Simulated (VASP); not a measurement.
# Ba (P6/mmm) in VASP: further runs

Runs on Ba. Level: PBE. Tasks: single point.

Program: VASP 6.6.1. These are calculated values, not measurements. Logs are shortened: lines on timing, memory, paths and dates and some standing lists are left out, and cuts for length are marked.

## (1) The cell of the first run

Symmetry: P6/mmm, No. 191, hexagonal system. Conventional cell: a = 6.996 Å, b = 6.996 Å, c = 4.222 Å, α = 90.00°, β = 90.00°, γ = 120.00°. Within 5.3 Å of Ba (site symmetry -6m2) lie 5 Ba at 4.04 to 4.22 Å.

## (2) Single point, PBE (strain +0.000 along x and y, +0.080 along z)

INCAR reads:

```
SYSTEM = Ba
ALGO = Normal
EDIFF = 1E-6
ENCUT = 520
GGA = PE
ISIF = 2
ISMEAR = 0
LASPH = .True.
LCHARG = .False.
LREAL = .False.
LWAVE = .False.
NBANDS = 17
NELM = 100
PREC = Accurate
SIGMA = 0.15
```

KPOINTS reads:

```
k-points
0
Gamma
  9 9 12
  0 0 0
```

POSCAR reads:

```
Ba
1.0
    6.9960670735      0.0000000000      0.0000000000
   -3.4980335368      6.0587718122      0.0000000000
    0.0000000000      0.0000000000      4.2221450340
Ba
2
Direct
    0.3333333333      0.6666666667      0.5000000000
    0.6666666667      0.3333333333      0.5000000000
```

Potentials or basis: VASP PAW PBE potentials, release 64 (Ba_sv).

Started as:

```
cat potpaw_PBE.64/Ba_sv/POTCAR > POTCAR
mpirun -np 1 vasp_std > vasp.out
```

OUTCAR:

```text
SYSTEM = Ba
   EDIFF = 1E-6
   ENCUT = 520
   GGA = PE
   ISIF = 2
   ISMEAR = 0
   LASPH = .True.
   LREAL = .False.
   NELM = 100
   PREC = Accurate

 ion  position               nearest neighbor table
   1  0.333  0.667  0.500-   2 4.04   2 4.04   2 4.04
   2  0.667  0.333  0.500-   1 4.04   1 4.04   1 4.04

  LATTYP: Found a hexagonal cell.
 ALAT       =     6.9960670735
 C/A-ratio  =     0.6035026522

  Lattice vectors:

 A1 = (   6.9960670735,   0.0000000000,   0.0000000000)
 A2 = (  -3.4980335368,   6.0587718122,   0.0000000000)
 A3 = (   0.0000000000,   0.0000000000,   4.2221450340)

Analysis of symmetry for initial positions (statically):
=====================================================================
 Subroutine PRICEL returns:
 Original cell was already a primitive cell.

 Routine SETGRP: Setting up the symmetry group for a
 hexagonal supercell.

 Subroutine GETGRP returns: Found 24 space group operations
 (whereof 24 operations were pure point group operations)
 out of a pool of 24 trial point group operations.

The static configuration has the point symmetry D_6h.

Analysis of symmetry for dynamics (positions and initial velocities):
=====================================================================
 Subroutine PRICEL returns:
 Original cell was already a primitive cell.

 Routine SETGRP: Setting up the symmetry group for a
 hexagonal supercell.

 Subroutine GETGRP returns: Found 24 space group operations
 (whereof 24 operations were pure point group operations)
 out of a pool of 24 trial point group operations.

The dynamic configuration has the point symmetry D_6h.

 Subroutine INISYM returns: Found 24 space group operations
 (whereof 24 operations are pure point group operations),
 and found     1 'primitive' translations

----------------------------------------------------------------------------------------

                                     Primitive cell

  volume of cell :     178.9665

  direct lattice vectors                    reciprocal lattice vectors
     6.996067073  0.000000000  0.000000000     0.142937452  0.082524976  0.000000000
    -3.498033537  6.058771812  0.000000000     0.000000000  0.165049953  0.000000000
     0.000000000  0.000000000  4.222145034     0.000000000  0.000000000  0.236846435

  length of vectors
[... 74 lines left out ...]
   ISTART =      0    job   : 0-new  1-cont  2-samecut
   ICHARG =      2    charge: 1-file 2-atom 10-const
   ISPIN  =      1    spin polarized calculation?
   LNONCOLLINEAR =      F non collinear calculations
   LSORBIT =      F    spin-orbit coupling
   LASPH  =      T    aspherical Exc in radial PAW
   ENCUT  =  520.0 eV  38.22 Ry    6.18 a.u.  13.01 13.01  7.85*2*pi/ulx,y,z
   NELM   =    100;   NELMIN=  2; NELMDL= -5     # of ELM steps
   EDIFF  = 0.1E-05   stopping-criterion for ELM
   LREAL  =      F    real-space projection
   EDIFFG = 0.1E-04   stopping-criterion for IOM
   NSW    =      0    number of steps for IOM
   IBRION =     -1    ionic relax: 0-MD 1-quasi-New 2-CG
   NFREE  =      0    steps in history (QN), initial steepest desc. (CG)
   ISIF   =      2    stress and relaxation
   ISYM   =      2    0-nonsym 1-usesym 2-fastsym
   POTIM  = 0.5000    time-step for ionic-motion
   TEBEG  =    0.0;   TEEND  =   0.0 temperature during run
   PSTRESS=    0.0 pullay stress
   NELECT =      20.0000    total number of electrons
   NUPDOWN=      -1.0000    fix difference up-down
   EMIN   =  10.00;   EMAX   =-10.00  energy-range for DOS
   EFERMI =   0.00;   METHOD = LEGACY
   ISMEAR =     0;   SIGMA  =   0.15  broadening in eV -4-tet -1-fermi 0-gaus
   EFERMI_NEDOS =   21; number of points for ismear=-14 and -15
   IALGO  =     38    algorithm
   IMIX   =      4    mixing-type and parameters
     AMIX     =   0.40;   BMIX     =  1.00
     AMIX_MAG =   1.60;   BMIX_MAG =  1.00
  volume/ion in A,a.u.               =      89.48       603.86
  Fermi-wavevector in a.u.,A,eV,Ry     =   0.788547  1.490138  8.460190  0.621806
  Thomas-Fermi vector in A             =   1.893510
   LORBIT       =      0    0 simple, 1 ext, 2 COOP (PROOUT), +10 PAW based schemes
   GGA     = PE    functional components
   LHFCALC =     F    Hartree Fock is set to
   AEXX    =    0.0000 exact exchange contribution
   IVDW    =     0    specifies the selected vdW correction
   LEPSILON=     F    determine dielectric tensor
   LRPA    =     F    only Hartree local field effects (RPA)
 non-spin polarized calculation
 Gauss-broadening in eV      SIGMA  =   0.15
  energy-cutoff  :      520.00
  volume of cell :      178.97
 maximum number of plane-waves:      4863
 NGX is ok and might be reduce to    54
   NGX = 25   NGY = 25   NGZ = 15

 number of electron      20.0000002 magnetization

 Free energy of the ion-electron system (eV)
  ---------------------------------------------------
  ext. energy  EPLUGINS =         0.00000000
  ---------------------------------------------------
  free energy    TOTEN  =        -2.30771835 eV

  energy without entropy =       -2.23161604  energy(sigma->0) =       -2.26966720

 E-fermi :   0.3966     XC(G=0):  -6.2079

 val. band max:        0.3939635321   @ k =   0.3333   0.0000   0.3333
 cond. band min:       0.3966468553   @ k =   0.2222   0.2222   0.5000
 fundamental gap:      0.0026833232
 Fermi energy:         0.3965853367

 k-point     1 :       0.0000    0.0000    0.0000
  band No.  band energies     occupation
      1     -29.0456      2.00000
      2     -28.9779      2.00000
      3     -14.4166      2.00000
      4     -14.4166      2.00000
      5     -14.0342      2.00000
      6     -14.0342      2.00000
[... 457 lines left out ...]
      4     -14.2260      2.00000
      5     -14.2260      2.00000
      6     -13.9805      2.00000
[... 9 lines left out ...]
     16       2.2063      0.00000
     17       2.6888      0.00000

 [... further k-points ...]
[... 5 lines left out ...]
  --------------------------------------------------------------------------------------
  -------------------------------------------------------------------------------------
  Total        0.6195203      0.6195203     -1.2384787     -0.0000000      0.0000000     -0.0000000
  in kB        5.5461856      5.5461856    -11.0873409     -0.0000000      0.0000000     -0.0000000
  external PRESSURE =       0.0016768 kB  Pullay stress =       0.0000000 kB

 VOLUME and BASIS-vectors are now :
 -----------------------------------------------------------------------------
  energy-cutoff  :      520.00
  volume of cell :      178.97
      direct lattice vectors                 reciprocal lattice vectors
     6.996067073  0.000000000  0.000000000     0.142937452  0.082524976  0.000000000
    -3.498033537  6.058771812  0.000000000     0.000000000  0.165049953  0.000000000
     0.000000000  0.000000000  4.222145034     0.000000000  0.000000000  0.236846435

 POSITION                                       TOTAL-FORCE (eV/Angst)
 -----------------------------------------------------------------------------------
     -0.00000      4.03918      2.11107        -0.000000      0.000000     -0.000000
      3.49803      2.01959      2.11107         0.000000      0.000000      0.000000
 -----------------------------------------------------------------------------------
    total drift:                               -0.000000      0.000000      0.000000

  FREE ENERGIE OF THE ION-ELECTRON SYSTEM (eV)
  ---------------------------------------------------
  free  energy   TOTEN  =        -2.3077183535 eV

  energy  without entropy=       -2.2316160429  energy(sigma->0) =       -2.26966720
```

OSZICAR:

```text
N       E                     dE             d eps       ncg     rms          rms(c)
DAV:   1     0.162279130619E+03    0.16228E+03   -0.76414E+03  2856   0.908E+02
DAV:   2     0.111376135061E+02   -0.15114E+03   -0.14769E+03  4470   0.186E+02
DAV:   3    -0.190584663871E+01   -0.13043E+02   -0.12947E+02  3754   0.614E+01
DAV:   4    -0.234079202994E+01   -0.43495E+00   -0.43372E+00  4578   0.837E+00
DAV:   5    -0.234550603270E+01   -0.47140E-02   -0.47132E-02  3965   0.943E-01    0.208E+00
DAV:   6    -0.231314765088E+01    0.32358E-01   -0.50357E-02  3922   0.864E-01    0.123E+00
DAV:   7    -0.230668048398E+01    0.64672E-02   -0.63310E-02  3466   0.112E+00    0.168E-01
DAV:   8    -0.230754489186E+01   -0.86441E-03   -0.23426E-03  4521   0.281E-01    0.474E-02
DAV:   9    -0.230768485226E+01   -0.13996E-03   -0.23161E-04  4036   0.611E-02    0.188E-02
DAV:  10    -0.230771521091E+01   -0.30359E-04   -0.62980E-05  3808   0.295E-02    0.387E-03
DAV:  11    -0.230771766575E+01   -0.24548E-05   -0.33674E-06  3361   0.680E-03    0.229E-03
DAV:  12    -0.230771835352E+01   -0.68778E-06   -0.12170E-06  2863   0.557E-03
   1 F= -.23077184E+01 E0= -.22696672E+01  d E =-.761023E-01
```

It took 1.8 min on 1 thread of Intel Xeon 6975P-C (Granite Rapids), shared host; peak memory 0.43 GiB.

What came out:

| Property | Result |
| --- | --- |
| Free energy | -2.3077 eV |
| Pressure | 0.0 GPa |
| Band gap on the k mesh | zero (band 10 reaches 0.92 eV, above the bottom of band 11 at 0.07 eV) |

Caveat: the cell differs from its parent crystal (strain +0.000 along x and y, +0.080 along z); spin-orbit coupling is left out, which moves the levels of the heavy elements.

## (3) Single point, PBE (strain +0.080 along x and y, -0.080 along z)

INCAR reads:

```
SYSTEM = Ba
PREC = Accurate ; ENCUT = 520
EDIFF = 1E-6 ; ISMEAR = 0
SIGMA = 0.15 ; LREAL = .FALSE.
LASPH = .TRUE. ; NELM = 100
ALGO = Normal ; ISIF = 2
LWAVE = .FALSE. ; LCHARG = .FALSE.
GGA = PE ; NBANDS = 17
```

KPOINTS reads:

```
Automatic mesh
0
G
  9 9 12
  0 0 0
```

POSCAR reads:

```
Ba
1.0
    7.5557524394      0.0000000000      0.0000000000
   -3.7778762197      6.5434735572      0.0000000000
    0.0000000000      0.0000000000      3.5966420660
Ba
2
Direct
    0.3333333333      0.6666666667      0.5000000000
    0.6666666667      0.3333333333      0.5000000000
```

Potentials or basis: VASP PAW PBE potentials, release 64 (Ba_sv).

Started as:

```
cat potpaw_PBE.64/Ba_sv/POTCAR > POTCAR
mpirun -np 1 vasp_std > vasp.out
```

Wall time 94 s (1 thread of Intel Xeon 6975P-C (Granite Rapids), shared host); peak memory 0.42 GiB.

Results (log left out):

* Free energy: -2.1941 eV
* Pressure: 0.5 GPa
* Band gap on the k mesh: zero (band 10 reaches 1.01 eV, above the bottom of band 11 at 0.23 eV)

Stress tensor (GPa, compression positive):
```
-0.68  0.00  0.00
 0.00 -0.68  0.00
 0.00  0.00  2.74
```

Levels at points of the mesh, in eV from the Fermi level:
```csv
k point,band 7,band 8,band 9,band 10,band 11,band 12,band 13,band 14
"(0.00, 0.00, 0.00)",-13.72,-13.69,-2.12,-0.12,0.04,0.62,0.62,0.68
"(0.00, 0.00, 0.50)",-14.20,-14.20,-0.39,-0.39,0.43,0.87,0.87,1.52
```

Caveat: the cell differs from its parent crystal (strain +0.080 along x and y, -0.080 along z); spin-orbit coupling is left out, which moves the levels of the heavy elements.

## (4) Single point, PBE (strain -0.040 along x and y, -0.080 along z)

INCAR reads:

```
SYSTEM = Ba
PREC = Accurate
ENCUT = 520
EDIFF = 1E-6
ISMEAR = 0
SIGMA = 0.15
LREAL = .FALSE.
LASPH = .TRUE.
NELM = 100
ALGO = Normal
ISIF = 2
LWAVE = .FALSE.
LCHARG = .FALSE.
GGA = PE
NBANDS = 17
```

KPOINTS is that of step 3.

POSCAR reads:

```
Ba
1.0
    6.7162243905      0.0000000000      0.0000000000
   -3.3581121953      5.8164209397      0.0000000000
    0.0000000000      0.0000000000      3.5966420660
Ba
2
Direct
    0.3333333333      0.6666666667      0.5000000000
    0.6666666667      0.3333333333      0.5000000000
```

Started as:

```
cat potpaw_PBE.64/Ba_sv/POTCAR > POTCAR
mpirun -np 1 vasp_std > vasp.out
```

Run time: 66 s. Hardware: 1 thread of Intel Xeon 6975P-C (Granite Rapids), shared host; peak memory 0.35 GiB.

It converged, with:

* Free energy: -2.2427 eV
* Pressure: 1.0 GPa
* Band gap on the k mesh: zero (band 10 reaches 1.80 eV, above the bottom of band 11 at 0.51 eV)

Stress tensor (GPa, compression positive):
```
0.38 0.00 0.00
0.00 0.38 0.00
0.00 0.00 2.22
```

Levels at points of the mesh, in eV from the Fermi level:
```tsv
k point	band 6	band 7	band 8	band 9	band 10	band 11	band 12	band 13	band 14	band 15
(0.00, 0.00, 0.00)	-14.09	-13.60	-13.49	-2.23	-0.02	0.32	0.74	0.74	1.20	1.20
(0.00, 0.00, 0.50)	-14.43	-13.92	-13.92	-0.52	-0.52	0.21	1.28	1.28	1.55	2.29
```

Caveat: the cell differs from its parent crystal (strain -0.040 along x and y, -0.080 along z); spin-orbit coupling is left out, which moves the levels of the heavy elements.

## (5) Single point, PBE (strain +0.080 along x and y, +0.080 along z)

INCAR, as its differences from that of step 4:

```diff
@@ -12,4 +12,6 @@
 LWAVE = .FALSE.
-LCHARG = .FALSE.
+LCHARG = .TRUE.
 GGA = PE
+LELF = .TRUE.
+LVHAR = .TRUE.
 NBANDS = 17
```

KPOINTS reads:

```
regular mesh
0
G
  9 9 12
  0 0 0
```

POSCAR reads:

```
Ba
1.0
    7.5557524394      0.0000000000      0.0000000000
   -3.7778762197      6.5434735572      0.0000000000
    0.0000000000      0.0000000000      4.2221450340
Ba
2
Direct
    0.3333333333      0.6666666667      0.5000000000
    0.6666666667      0.3333333333      0.5000000000
```

Started as:

```
cat potpaw_PBE.64/Ba_sv/POTCAR > POTCAR
mpirun -np 1 vasp_std > vasp.out
```

Wall time 1.9 min (1 thread of Intel Xeon 6975P-C (Granite Rapids), shared host); peak memory 0.46 GiB.

It converged, with:

- Free energy: -2.3412 eV
- Pressure: -0.3 GPa
- Band gap on the k mesh: zero (band 10 reaches 0.62 eV, above the bottom of band 11 at -0.11 eV)

Stress tensor (GPa, compression positive):
```
-0.15  0.00  0.00
 0.00 -0.15  0.00
 0.00  0.00 -0.57
```

Levels at points of the mesh, in eV from the Fermi level:
```
           k point  band 7  band 8  band 9  band 10  band 11  band 12  band 13  band 14
(0.00, 0.00, 0.00)  -14.47  -14.44   -2.15     0.11     0.22     0.66     0.66     0.66
(0.00, 0.00, 0.50)  -14.61  -14.61   -0.35    -0.02    -0.02     0.67     1.28     1.28
```

Caveat: the cell differs from its parent crystal (strain +0.080 along x and y, +0.080 along z); spin-orbit coupling is left out, which moves the levels of the heavy elements.

## (6) The runs side by side

```tsv
cell	gap on the mesh (eV)	pressure (GPa)
a = 6.996, b = 6.996, c = 4.222 Å, angles 90.0, 90.0, 120.0°, 2 atoms	none	0.0
a = 7.556, b = 7.556, c = 3.597 Å, angles 90.0, 90.0, 120.0°, 2 atoms	none	0.5
a = 6.716, b = 6.716, c = 3.597 Å, angles 90.0, 90.0, 120.0°, 2 atoms	none	1.0
a = 7.556, b = 7.556, c = 4.222 Å, angles 90.0, 90.0, 120.0°, 2 atoms	none	-0.3
```

Alike in all rows: task single point; level PBE; potentials or basis VASP PAW PBE potentials, release 64 (Ba_sv); no spin polarisation; k mesh 9 × 9 × 12; cutoff (eV) 520; smearing gaussian 0.15 eV.

Caveats: spin-orbit coupling is left out, which moves the levels of the heavy elements.

Total energies depend on the potentials used, so only differences within one code and one set of settings carry meaning.
